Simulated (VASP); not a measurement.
# ZnS (P4_2/mnm) in VASP: single point with PBE

Aim: the single point of ZnS with PBE.

Program: VASP 6.6.1. These are calculated values, not measurements. Logs are shortened: lines on timing, memory, paths and dates and some standing lists are left out, and cuts for length are marked.

## (1) The cell of the first run

Symmetry: P4_2/mnm, No. 136, tetragonal system. Conventional cell: a = 6.630 Å, b = 6.630 Å, c = 3.862 Å, α = 90.00°, β = 90.00°, γ = 90.00°. Within 3.1 Å of Zn (site symmetry m2m) lie 4 S at 2.33 to 2.39 Å. Within 3.1 Å of S (site symmetry m2m) lie 4 Zn at 2.33 to 2.39 Å.

## (2) Single point, PBE

File POSCAR:

```
ZnS
1.0
    6.6301741000      0.0000000000      0.0000000000
    0.0000000000      6.6301741000      0.0000000000
    0.0000000000      0.0000000000      3.8621460000
Zn S
4 4
Direct
    0.6751860000      0.6751860000      0.0000000000
    0.1751860000      0.8248140000      0.5000000000
    0.8248140000      0.1751860000      0.5000000000
    0.3248140000      0.3248140000      0.0000000000
    0.8142870000      0.8142870000      0.5000000000
    0.1857130000      0.1857130000      0.5000000000
    0.6857130000      0.3142870000      0.0000000000
    0.3142870000      0.6857130000      0.0000000000
```

File INCAR.step1:

```
SYSTEM = ZnS
  ALGO = Normal
  EDIFF = 1E-6
  ENCUT = 520
  GGA = PE
  ISIF = 2
  ISMEAR = 0
  LASPH = .True.
  LCHARG = .True.
  LREAL = .False.
  LWAVE = .False.
  NBANDS = 46
  NELM = 80
  PREC = Accurate
  SIGMA = 0.02
```

File KPOINTS.step1:

```
k-points
0
Gamma
  4 4 8
  0 0 0
```

File INCAR.step2:

```
SYSTEM = ZnS
  ALGO = Normal
  EDIFF = 1E-6
  ENCUT = 520
  GGA = PE
  ICHARG = 11
  ISIF = 2
  ISMEAR = -5
  LASPH = .True.
  LCHARG = .False.
  LORBIT = 11
  LREAL = .False.
  LWAVE = .False.
  NEDOS = 2001
  NELM = 80
  PREC = Accurate
  SIGMA = 0.02
```

File KPOINTS.step2:

```
k-points
0
Gamma
  6 6 12
  0 0 0
```

Potentials or basis: VASP PAW PBE potentials, release 64 (Zn, S).

The run is started by

```console
cat potpaw_PBE.64/Zn/POTCAR potpaw_PBE.64/S/POTCAR > POTCAR
cp INCAR.step1 INCAR
cp KPOINTS.step1 KPOINTS
mpirun -np 1 vasp_std > vasp.out
cp INCAR.step2 INCAR
cp KPOINTS.step2 KPOINTS
mpirun -np 1 vasp_std > vasp.out
```

OUTCAR:

```text
SYSTEM = ZnS
   EDIFF = 1E-6
   ENCUT = 520
   GGA = PE
   ICHARG = 11
   ISIF = 2
   ISMEAR = -5
   LASPH = .True.
   LORBIT = 11
   LREAL = .False.
   NELM = 80
   PREC = Accurate

 ion  position               nearest neighbor table
   1  0.675  0.675  0.000-   5 2.33   5 2.33   8 2.39   7 2.39
   2  0.175  0.825  0.500-   8 2.33   8 2.33   5 2.39   6 2.39
   3  0.825  0.175  0.500-   7 2.33   7 2.33   5 2.39   6 2.39
   4  0.325  0.325  0.000-   6 2.33   6 2.33   8 2.39   7 2.39
   5  0.814  0.814  0.500-   1 2.33   1 2.33   3 2.39   2 2.39
   6  0.186  0.186  0.500-   4 2.33   4 2.33   2 2.39   3 2.39
   7  0.686  0.314  0.000-   3 2.33   3 2.33   4 2.39   1 2.39
   8  0.314  0.686  0.000-   2 2.33   2 2.33   4 2.39   1 2.39

  LATTYP: Found a simple tetragonal cell.
 ALAT       =     6.6301741000
 C/A-ratio  =     0.5825104955

  Lattice vectors:

 A1 = (   6.6301741000,   0.0000000000,   0.0000000000)
 A2 = (   0.0000000000,   6.6301741000,   0.0000000000)
 A3 = (   0.0000000000,   0.0000000000,   3.8621460000)

Analysis of symmetry for initial positions (statically):
=====================================================================
 Subroutine PRICEL returns:
 Original cell was already a primitive cell.

 Routine SETGRP: Setting up the symmetry group for a
 simple tetragonal supercell.

 Subroutine GETGRP returns: Found 16 space group operations
 (whereof  8 operations were pure point group operations)
 out of a pool of 16 trial point group operations.

The static configuration has the point symmetry D_2h.
 The point group associated with its full space group is D_4h.

Analysis of symmetry for dynamics (positions and initial velocities):
=====================================================================
 Subroutine PRICEL returns:
 Original cell was already a primitive cell.

 Routine SETGRP: Setting up the symmetry group for a
 simple tetragonal supercell.

 Subroutine GETGRP returns: Found 16 space group operations
 (whereof  8 operations were pure point group operations)
 out of a pool of 16 trial point group operations.

The dynamic configuration has the point symmetry D_2h.
 The point group associated with its full space group is D_4h.

 Subroutine INISYM returns: Found 16 space group operations
 (whereof  8 operations are pure point group operations),
 and found     1 'primitive' translations

[... 123 lines left out ...]
   ISMEAR =    -5;   SIGMA  =   0.02  broadening in eV -4-tet -1-fermi 0-gaus
   EFERMI_NEDOS =   21; number of points for ismear=-14 and -15
   IALGO  =     38    algorithm
   IMIX   =      4    mixing-type and parameters
     AMIX     =   0.40;   BMIX     =  1.00
     AMIX_MAG =   1.60;   BMIX_MAG =  1.00
  volume/ion in A,a.u.               =      21.22       143.21
  Fermi-wavevector in a.u.,A,eV,Ry     =   1.229965  2.324297 20.583088  1.512814
  Thomas-Fermi vector in A             =   2.364832
   LORBIT       =     11    0 simple, 1 ext, 2 COOP (PROOUT), +10 PAW based schemes
   GGA     = PE    functional components
   LHFCALC =     F    Hartree Fock is set to
   AEXX    =    0.0000 exact exchange contribution
   IVDW    =     0    specifies the selected vdW correction
   LEPSILON=     F    determine dielectric tensor
   LRPA    =     F    only Hartree local field effects (RPA)
 non-spin polarized calculation
 Fermi weights with tetrahedron method with Bloechl corrections
  energy-cutoff  :      520.00
  volume of cell :      169.78
 maximum number of plane-waves:      4600
 NGX is ok and might be reduce to    50

 number of electron      71.9999933 magnetization

 Free energy of the ion-electron system (eV)
  ---------------------------------------------------
  ext. energy  EPLUGINS =         0.00000000
  ---------------------------------------------------
  free energy    TOTEN  =       -27.08292166 eV

  energy without entropy =      -27.08292166  energy(sigma->0) =      -27.08292166

 E-fermi :   1.4610     XC(G=0):  -9.2061

 val. band max:        1.4542359934   @ k =   0.0000   0.0000   0.0000
 cond. band min:       3.6252203886   @ k =   0.0000   0.0000   0.0000
 fundamental gap:      2.1709843952
 Fermi energy:         1.4609562217

 k-point     1 :       0.0000    0.0000    0.0000
  band No.  band energies     occupation
      1     -11.4008      2.00000
      2     -10.5346      2.00000
      3     -10.5346      2.00000
      4     -10.3578      2.00000
      5      -4.8282      2.00000
      6      -4.7955      2.00000
[... 1093 lines left out ...]
     42       7.2322      0.00000
     43       7.2533      0.00000

 [... further k-points ...]

------------------------ aborting loop because EDIFF is reached ----------------------------------------

  FORCE on cell =-STRESS in cart. coord.  units (eV):
  Direction    XX          YY          ZZ          XY          YZ          ZX
  --------------------------------------------------------------------------------------
  -------------------------------------------------------------------------------------
  Total        0.1747414      0.1747414      0.1749862      0.0000000      0.0000000      0.0000000
  in kB        1.6490270      1.6490270      1.6513371      0.0000000      0.0000000      0.0000000
  external PRESSURE =       1.6497970 kB  Pullay stress =       0.0000000 kB

 VOLUME and BASIS-vectors are now :
 -----------------------------------------------------------------------------
  energy-cutoff  :      520.00
  volume of cell :      169.78
      direct lattice vectors                 reciprocal lattice vectors
     6.630174100  0.000000000  0.000000000     0.150825602  0.000000000  0.000000000
     0.000000000  6.630174100  0.000000000     0.000000000  0.150825602  0.000000000
     0.000000000  0.000000000  3.862146000     0.000000000  0.000000000  0.258923407

 POSITION                                       TOTAL-FORCE (eV/Angst)
 -----------------------------------------------------------------------------------
      4.47660      4.47660      0.00000        -0.000143     -0.000143     -0.000000
      1.16151      5.46866      1.93107        -0.000143      0.000143     -0.000000
      5.46866      1.16151      1.93107         0.000143     -0.000143     -0.000000
      2.15357      2.15357      0.00000         0.000143      0.000143      0.000000
      5.39886      5.39886      1.93107        -0.002277     -0.002277     -0.000000
      1.23131      1.23131      1.93107         0.002277      0.002277      0.000000
      4.54640      2.08378      0.00000         0.002277     -0.002277     -0.000000
      2.08378      4.54640      0.00000        -0.002277      0.002277      0.000000
 -----------------------------------------------------------------------------------
    total drift:                                0.000000      0.000000      0.000000

  FREE ENERGIE OF THE ION-ELECTRON SYSTEM (eV)
  ---------------------------------------------------
  free  energy   TOTEN  =       -27.0829216552 eV

  energy  without entropy=      -27.0829216552  energy(sigma->0) =      -27.08292166

 total charge

# of ion       s       p       d       tot
------------------------------------------
    1        0.512   0.447   9.799  10.759
    2        0.512   0.447   9.799  10.759
    3        0.512   0.447   9.799  10.759
    4        0.512   0.447   9.799  10.759
    5        1.316   2.427   0.000   3.743
    6        1.316   2.427   0.000   3.743
    7        1.316   2.427   0.000   3.743
    8        1.316   2.427   0.000   3.743
--------------------------------------------------
tot          7.314  11.498  39.197  58.009
```

Wall time 4.9 min (1 thread of AMD EPYC 9R45 (Zen 5), shared host); peak memory 0.47 GiB.

Results:

```
Valence electrons inside the program's atomic spheres : Zn 10.76; S 3.74
```

Levels at points of the mesh, in eV from the valence-band top:
```tsv
k point	band 34	band 35	band 36	band 37	band 38	band 39
(0.00, 0.00, 0.00)	-0.01	0.00	0.00	2.17	3.55	3.55
(0.50, 0.00, 0.00)	-0.50	-0.43	-0.43	3.55	3.55	4.01
(0.50, 0.50, 0.00)	-0.93	-0.86	-0.86	3.92	3.92	4.42
(0.00, 0.00, 0.50)	-1.59	-1.41	-1.41	4.54	4.54	5.26
(0.50, 0.00, 0.50)	-1.45	-0.87	-0.87	3.92	3.92	4.54
(0.50, 0.50, 0.50)	-1.24	-1.13	-1.13	3.24	3.24	4.30
```
